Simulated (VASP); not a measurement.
Set up this calculation in VASP 6.6.1, as the native input.

* Task: single point
* Functional: PBE
* Potentials or basis: VASP PAW PBE potentials, release 64 (Sn_d, Te)
* Cutoff: 500 eV
* k mesh: 2 × 2 × 2
* Occupations: gaussian, width 0.1 eV
* Spin: no spin polarisation
* Dipole correction: no
* Further INCAR settings: ALGO = Normal; EDIFF = 1e-06; NBANDS = 17

The structure of SnTe lies in POSCAR:

```
SnTe
1.0
    0.0000000000      3.6111460000      3.6111460000
    3.6111460000      0.0000000000      3.6111460000
    3.6111460000      3.6111460000      0.0000000000
Sn Te
1 1
Direct
    0.0000000000      0.0000000000      0.0000000000
    0.7500000000      0.7500000000      0.7500000000
```

One way to write it, as run:

INCAR

```
PREC = Accurate ; ENCUT = 500
EDIFF = 1E-6 ; ISMEAR = 0
SIGMA = 0.1 ; LREAL = False
LASPH = True ; NELM = 120
ALGO = Normal ; ISIF = 2
LWAVE = False ; LCHARG = False
GGA = PE ; NBANDS = 17
GGA_COMPAT = False
```

KPOINTS

```
regular mesh
0
Gamma
  2 2 2
```

Potentials or basis: VASP PAW PBE potentials, release 64 (Sn_d, Te).

Launch:

```console
$ cat potpaw_PBE.64/Sn_d/POTCAR potpaw_PBE.64/Te/POTCAR > POTCAR
$ mpirun -np 1 vasp_std > vasp.out
```

Results of the run:

```json
{
 "Pressure": "-1.2 GPa",
 "Band gap on the k mesh": "0.81 eV, direct"
}
```

Caveat: the k points lie up to 0.75 Å⁻¹ apart; spin-orbit coupling is left out, which moves the levels of the heavy elements.

It took 11 s on 1 thread of Intel(R) Xeon(R) 6975P-C (Granite Rapids), with other jobs on the host, peak memory 0.22 GiB.
